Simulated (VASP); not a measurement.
# LiNbO3 (R-3c) in VASP: notebook

The runs below take LiNbO3 through single point, with PBE.

Program: VASP 6.6.1. These are calculated values, not measurements. Logs are shortened: lines on timing, memory, paths and dates and some standing lists are left out, and cuts for length are marked.

**1. The cell of the first run**

The structure is trigonal, space group R-3c (No. 167). Conventional cell: a = 5.334 Å, b = 5.334 Å, c = 14.017 Å, α = 90.00°, β = 90.00°, γ = 120.00°. Within 2.8 Å of Li (site symmetry 32) lie 3 O at 2.09 Å. Nb (site symmetry -3) has 6 O at 2.02 Å within 2.7 Å. O (site symmetry 2) has 2 Nb at 2.02 Å and 1 Li at 2.09 Å within 2.7 Å.

**2. Single point, PBE (volume scaled by 1.06, then relaxed in part)**

File INCAR:

```
SYSTEM = LiNbO3
ALGO = Normal
EDIFF = 1E-6
ENCUT = 520
GGA = PE
ISIF = 2
ISMEAR = 0
LASPH = .TRUE.
LCHARG = .FALSE.
LREAL = .FALSE.
LWAVE = .FALSE.
NBANDS = 45
NELM = 80
PREC = Accurate
SIGMA = 0.02
```

File KPOINTS:

```
k-points
0
G
  6 6 6
  0 0 0
```

File POSCAR:

```
LiNbO3
1.0
    2.6668556324      1.5397098173      4.6722456738
   -2.6668556324      1.5397098173      4.6722456738
    0.0000000000     -3.0794196345      4.6722456738
Li Nb O
2 2 6
Direct
    0.2500000000      0.2500000000      0.2500000000
    0.7500000000      0.7500000000      0.7500000000
    0.0000000000      0.0000000000      0.0000000000
    0.5000000000      0.5000000000      0.5000000000
    0.1416888933      0.3583111067      0.7500000000
    0.7500000000      0.1416888933      0.3583111067
    0.3583111067      0.7500000000      0.1416888933
    0.2500000000      0.8583111067      0.6416888933
    0.8583111067      0.6416888933      0.2500000000
    0.6416888933      0.2500000000      0.8583111067
```

Potentials or basis: VASP PAW PBE potentials, release 64 (Li_sv, Nb_sv, O).

On the command line:

```console
cat potpaw_PBE.64/Li_sv/POTCAR potpaw_PBE.64/Nb_sv/POTCAR potpaw_PBE.64/O/POTCAR > POTCAR
mpirun -np 1 vasp_std > vasp.out
```

OUTCAR:

```text
SYSTEM = LiNbO3
   EDIFF = 1E-6
   ENCUT = 520
   GGA = PE
   ISIF = 2
   ISMEAR = 0
   LASPH = .TRUE.
   LREAL = .FALSE.
   NELM = 80
   PREC = Accurate

 ion  position               nearest neighbor table
   1  0.250  0.250  0.250-   9 2.09   8 2.09  10 2.09
   2  0.750  0.750  0.750-   5 2.09   6 2.09   7 2.09
   3  0.000  0.000  0.000-   7 2.02  10 2.02   8 2.02   6 2.02   9 2.02   5 2.02
   4  0.500  0.500  0.500-   6 2.02   8 2.02   7 2.02  10 2.02   9 2.02   5 2.02
   5  0.142  0.358  0.750-   3 2.02   4 2.02   2 2.09
   6  0.750  0.142  0.358-   4 2.02   3 2.02   2 2.09
   7  0.358  0.750  0.142-   3 2.02   4 2.02   2 2.09
   8  0.250  0.858  0.642-   4 2.02   3 2.02   1 2.09
   9  0.858  0.642  0.250-   3 2.02   4 2.02   1 2.09
  10  0.642  0.250  0.858-   3 2.02   4 2.02   1 2.09

  LATTYP: Found a trigonal (rhomboedric) cell.
 ALAT       =     5.5957756318
 COS(alpha) =     0.5457358933

  Lattice vectors:

 A1 = (   2.6668556324,   1.5397098173,   4.6722456738)
 A2 = (  -2.6668556324,   1.5397098173,   4.6722456738)
 A3 = (   0.0000000000,  -3.0794196345,   4.6722456738)

Analysis of symmetry for initial positions (statically):
=====================================================================
 Subroutine PRICEL returns:
 Original cell was already a primitive cell.

 Routine SETGRP: Setting up the symmetry group for a
 trigonal (rhombohedral) supercell.

 Subroutine GETGRP returns: Found 12 space group operations
 (whereof  6 operations were pure point group operations)
 out of a pool of 12 trial point group operations.

The static configuration has the point symmetry S_6 .
 The point group associated with its full space group is D_3d.

Analysis of symmetry for dynamics (positions and initial velocities):
=====================================================================
 Subroutine PRICEL returns:
 Original cell was already a primitive cell.

 Routine SETGRP: Setting up the symmetry group for a
 trigonal (rhombohedral) supercell.

 Subroutine GETGRP returns: Found 12 space group operations
 (whereof  6 operations were pure point group operations)
 out of a pool of 12 trial point group operations.

The dynamic configuration has the point symmetry S_6 .
 The point group associated with its full space group is D_3d.

 Subroutine INISYM returns: Found 12 space group operations
 (whereof  6 operations are pure point group operations),
 and found     1 'primitive' translations

----------------------------------------------------------------------------------------

                                     Primitive cell

  volume of cell :     115.1106

  direct lattice vectors                    reciprocal lattice vectors
     2.666855632  1.539709817  4.672245674     0.187486714  0.108245505  0.071343280
    -2.666855632  1.539709817  4.672245674    -0.187486714  0.108245505  0.071343280
     0.000000000 -3.079419634  4.672245674     0.000000000 -0.216491010  0.071343280

  length of vectors
     5.595775632  5.595775632  5.595775632     0.227943460  0.227943460  0.227943460

  position of ions in fractional coordinates (direct lattice)
     0.250000000  0.250000000  0.250000000
     0.750000000  0.750000000  0.750000000
     0.000000000  0.000000000  0.000000000
     0.500000000  0.500000000  0.500000000
     0.141688893  0.358311107  0.750000000
     0.750000000  0.141688893  0.358311107
     0.358311107  0.750000000  0.141688893
     0.250000000  0.858311107  0.641688893
     0.858311107  0.641688893  0.250000000
     0.641688893  0.250000000  0.858311107

  ion indices of the primitive-cell ions
   primitive index   ion index
                 1           1
                 2           2
                 3           3
                 4           4
                 5           5
                 6           6
                 7           7
                 8           8
                 9           9
                10          10

----------------------------------------------------------------------------------------

 KPOINTS: k-points

Automatic generation of k-mesh.
 Grid dimensions read from file:
 generate k-points for:    6    6    6

 Generating k-lattice:

  Cartesian coordinates                     Fractional coordinates (reciprocal lattice)
     0.031247786  0.018040917  0.011890547     0.166666667 -0.000000000  0.000000000
    -0.031247786  0.018040917  0.011890547    -0.000000000  0.166666667  0.000000000
     0.000000000 -0.036081835  0.011890547     0.000000000  0.000000000  0.166666667

  Length of vectors
     0.037990577  0.037990577  0.037990577

  Shift w.r.t. Gamma in fractional coordinates (k-lattice)
     0.000000000  0.000000000  0.000000000

 Subroutine IBZKPT returns following result:
 ===========================================

 Found     32 irreducible k-points:

 Following reciprocal coordinates:
            Coordinates               Weight
  0.000000  0.000000  0.000000      1.000000
  0.166667  0.000000 -0.000000      6.000000
  0.333333  0.000000 -0.000000      6.000000
  0.500000  0.000000  0.000000      3.000000
  0.166667  0.166667 -0.000000      6.000000
  0.333333  0.166667 -0.000000     12.000000
[... 16 lines left out ...]
  0.500000  0.500000  0.166667      6.000000
 -0.333333  0.500000  0.166667     12.000000
 [... further k-points ...]
   k-points           NKPTS =     32   k-points in BZ     NKDIM =     32   number of bands    NBANDS=     45
   number of dos      NEDOS =    301   number of ions     NIONS =     10
   total plane-waves  NPLWV =  74088
   dimension x,y,z NGX =    42 NGY =   42 NGZ =   42
   dimension x,y,z NGXF=    84 NGYF=   84 NGZF=   84
   ions per type =               2   2   6
   NGX,Y,Z   is equivalent  to a cutoff of  12.48, 12.48, 12.48 a.u.
   NGXF,Y,Z  is equivalent  to a cutoff of  24.96, 24.96, 24.96 a.u.
 SYSTEM =  LiNbO3
   PREC   = accura    normal or accurate (medium, high low for compatibility)
   ISTART =      0    job   : 0-new  1-cont  2-samecut
   ICHARG =      2    charge: 1-file 2-atom 10-const
   ISPIN  =      1    spin polarized calculation?
   LNONCOLLINEAR =      F non collinear calculations
   LSORBIT =      F    spin-orbit coupling
   LASPH  =      T    aspherical Exc in radial PAW
   ENCUT  =  520.0 eV  38.22 Ry    6.18 a.u.  10.40 10.40 10.40*2*pi/ulx,y,z
   NELM   =     80;   NELMIN=  2; NELMDL= -5     # of ELM steps
   EDIFF  = 0.1E-05   stopping-criterion for ELM
   LREAL  =      F    real-space projection
   EDIFFG = 0.1E-04   stopping-criterion for IOM
   NSW    =      0    number of steps for IOM
   IBRION =     -1    ionic relax: 0-MD 1-quasi-New 2-CG
   NFREE  =      0    steps in history (QN), initial steepest desc. (CG)
   ISIF   =      2    stress and relaxation
   ISYM   =      2    0-nonsym 1-usesym 2-fastsym
   POTIM  = 0.5000    time-step for ionic-motion
   TEBEG  =    0.0;   TEEND  =   0.0 temperature during run
   PSTRESS=    0.0 pullay stress
   NELECT =      68.0000    total number of electrons
   NUPDOWN=      -1.0000    fix difference up-down
   EMIN   =  10.00;   EMAX   =-10.00  energy-range for DOS
   EFERMI =   0.00;   METHOD = LEGACY
   ISMEAR =     0;   SIGMA  =   0.02  broadening in eV -4-tet -1-fermi 0-gaus
   EFERMI_NEDOS =   21; number of points for ismear=-14 and -15
   IALGO  =     38    algorithm
   IMIX   =      4    mixing-type and parameters
     AMIX     =   0.40;   BMIX     =  1.00
     AMIX_MAG =   1.60;   BMIX_MAG =  1.00
  volume/ion in A,a.u.               =      11.51        77.68
  Fermi-wavevector in a.u.,A,eV,Ry     =   1.373639  2.595802 25.672627  1.886885
  Thomas-Fermi vector in A             =   2.499138
   LORBIT       =      0    0 simple, 1 ext, 2 COOP (PROOUT), +10 PAW based schemes
   GGA     = PE    functional components
   LHFCALC =     F    Hartree Fock is set to
   AEXX    =    0.0000 exact exchange contribution
   IVDW    =     0    specifies the selected vdW correction
   LEPSILON=     F    determine dielectric tensor
   LRPA    =     F    only Hartree local field effects (RPA)
 non-spin polarized calculation
 Gauss-broadening in eV      SIGMA  =   0.02
  energy-cutoff  :      520.00
  volume of cell :      115.11
 maximum number of plane-waves:      3116
 NGX is ok and might be reduce to    42
   NGX = 21   NGY = 21   NGZ = 21

 number of electron      67.9999972 magnetization

 Free energy of the ion-electron system (eV)
  ---------------------------------------------------
  ext. energy  EPLUGINS =         0.00000000
  ---------------------------------------------------
  free energy    TOTEN  =       -79.59315894 eV

  energy without entropy =      -79.59315894  energy(sigma->0) =      -79.59315894

 E-fermi :   3.3049     XC(G=0): -10.3830

 val. band max:        3.1026967117   @ k =  -0.1667   0.1667   0.0000
 cond. band min:       5.4067335831   @ k =   0.5000   0.5000   0.0000
 fundamental gap:      2.3040368714
 Fermi energy:         3.3048845051

 k-point     1 :       0.0000    0.0000    0.0000
  band No.  band energies     occupation
      1     -51.6068      2.00000
      2     -51.5962      2.00000
      3     -40.2809      2.00000
      4     -40.2797      2.00000
      5     -27.7559      2.00000
      6     -27.7559      2.00000
[... 37 lines left out ...]
     44      13.3496      0.00000
     45      13.5203      0.00000

 k-point     2 :       0.1667    0.0000   -0.0000
  band No.  band energies     occupation
      1     -51.6061      2.00000
      2     -51.5969      2.00000
      3     -40.2809      2.00000
      4     -40.2798      2.00000
      5     -27.7477      2.00000
      6     -27.7473      2.00000
[... 1048 lines left out ...]
 k-point    24 :      -0.3333    0.5000    0.1667
  band No.  band energies     occupation
      1     -51.6024      2.00000
      2     -51.6006      2.00000
      3     -40.2805      2.00000
      4     -40.2803      2.00000
      5     -27.7616      2.00000
      6     -27.7589      2.00000
[... 37 lines left out ...]
     44      12.4281      0.00000
     45      12.7022      0.00000

 [... further k-points ...]

------------------------ aborting loop because EDIFF is reached ----------------------------------------

  FORCE on cell =-STRESS in cart. coord.  units (eV):
  Direction    XX          YY          ZZ          XY          YZ          ZX
  --------------------------------------------------------------------------------------
  -------------------------------------------------------------------------------------
  Total       -5.4560651     -5.4560651     -5.5094420      0.0000000     -0.0000000      0.0000000
  in kB      -75.9407392    -75.9407392    -76.6836711      0.0000000     -0.0000000      0.0000000
  external PRESSURE =     -76.1883832 kB  Pullay stress =       0.0000000 kB

 VOLUME and BASIS-vectors are now :
 -----------------------------------------------------------------------------
  energy-cutoff  :      520.00
  volume of cell :      115.11
      direct lattice vectors                 reciprocal lattice vectors
     2.666855632  1.539709817  4.672245674     0.187486714  0.108245505  0.071343280
    -2.666855632  1.539709817  4.672245674    -0.187486714  0.108245505  0.071343280
     0.000000000 -3.079419634  4.672245674     0.000000000 -0.216491010  0.071343280

 POSITION                                       TOTAL-FORCE (eV/Angst)
 -----------------------------------------------------------------------------------
      0.00000      0.00000      3.50418         0.000000     -0.000000     -0.000000
      0.00000      0.00000     10.51255         0.000000     -0.000000     -0.000000
      0.00000      0.00000      0.00000         0.000000     -0.000000     -0.000000
      0.00000      0.00000      7.00837         0.000000     -0.000000     -0.000000
     -0.57770     -1.53971      5.84031         0.015511     -0.000000      0.000000
      1.62228      0.26955      5.84031        -0.007756      0.013433     -0.000000
     -1.04458      1.27016      5.84031        -0.007756     -0.013433     -0.000000
     -1.62228     -0.26955      8.17643         0.007756     -0.013433     -0.000000
      0.57770      1.53971      8.17643        -0.015511     -0.000000      0.000000
      1.04458     -1.27016      8.17643         0.007756      0.013433     -0.000000
 -----------------------------------------------------------------------------------
    total drift:                               -0.000000      0.000000     -0.000000

  FREE ENERGIE OF THE ION-ELECTRON SYSTEM (eV)
  ---------------------------------------------------
  free  energy   TOTEN  =       -79.5931589376 eV

  energy  without entropy=      -79.5931589376  energy(sigma->0) =      -79.59315894
```

Wall time 2.3 min (1 thread of Intel Xeon Platinum 8559C (Emerald Rapids), shared host); peak memory 0.32 GiB.

What came out:

* Free energy: -79.5932 eV
* Largest force: 0.016 eV/Å
* Band gap on the k mesh: 2.30 eV, indirect (least direct gap 2.44 eV)

Forces on the atoms (eV/Å):
```
Li   0.000  0.000  0.000
Li   0.000  0.000  0.000
Nb   0.000  0.000  0.000
Nb   0.000  0.000  0.000
O    0.016  0.000  0.000
O   -0.008  0.013  0.000
O   -0.008 -0.013  0.000
O    0.008 -0.013  0.000
O   -0.016  0.000  0.000
O    0.008  0.013  0.000
```

Caveat: the cutoff is under 1.25 times the usual one of these potentials, so pressure, stress and relaxed cells hold a basis-set (Pulay) error.

(Continued in part 2 of 2.)
